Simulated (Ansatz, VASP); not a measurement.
## Two plane-wave programs on HBr

```
CELL_PARAMETERS angstrom
0.00000 3.85072 3.85096
1.67115 0.00000 3.85096
1.67115 3.85072 0.00000
ATOMIC_POSITIONS crystal
H 0.00000 0.00000 0.00000
Br 0.50000 0.50000 0.50000
```

Alike in both runs: functional PBEsol; k mesh 10 × 10 × 10; no spin polarisation.

Ansatz relaxed the structure, and its values are those at the end. VASP's run is a single point on that final structure, the one shown.

|  | VASP | Ansatz |
| --- | --- | --- |
| version | VASP 6.6.1 | Ansatz 0.2.0 |
| potentials or method | VASP PAW PBE potentials, release 64 (H, Br), cutoff 500 eV | scalar-relativistic, plane waves, PAW |
| occupations | gaussian, width 0.01 eV | fixed |
| valence electrons in the cell | 8 | 8 |

|  | VASP | Ansatz | Ansatz less VASP |
| --- | --- | --- | --- |
| gap on the k mesh at the Fermi level (eV) | 1.44 | 1.44 | +0.001 |
| least direct gap on the mesh (eV) | 1.74 | 1.74 | +0.001 |
| pressure (GPa) | 0.0 | 0.0 | +0.03 |

VASP's potentials were made for PBE, not for PBEsol.
